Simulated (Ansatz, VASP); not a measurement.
**One calculation of Rh, two programs**

```
Rh
1.0
     2.65486    0.00000    0.00000
     0.00000    3.75454    0.00000
     0.00000    0.00000   21.30970
Rh
5
Direct
  0.00000 0.00000 0.38098
  0.50000 0.50000 0.43557
  0.00000 0.00000 0.50000
  0.50000 0.50000 0.56443
  0.00000 0.00000 0.61902
```

Alike in both runs: task single point; functional LDA; k mesh 14 × 10 × 1; occupations fermi-dirac, width 0.08 eV; no spin polarisation.

|  | VASP | Ansatz |
| --- | --- | --- |
| version | VASP 6.6.1 | Ansatz 0.2.0 |
| potentials or method | VASP PAW LDA potentials, release 64 (Rh_pv), cutoff 520 eV | all-electron LAPW, non-relativistic |

|  | VASP | Ansatz | Ansatz less VASP |
| --- | --- | --- | --- |
| rms of the force components (eV/Å) | 0.022 | 0.246 | +0.2248 |

LDA's correlation is that of Perdew and Zunger in VASP and of Perdew and Wang (1992) in Ansatz. Atom by atom the forces differ by 0.225 eV/Å (rms over components). One of these differences is far larger than is usual between the two programs; its cause wasn't traced. Ansatz ran all-electron here, and VASP with PAW potentials.
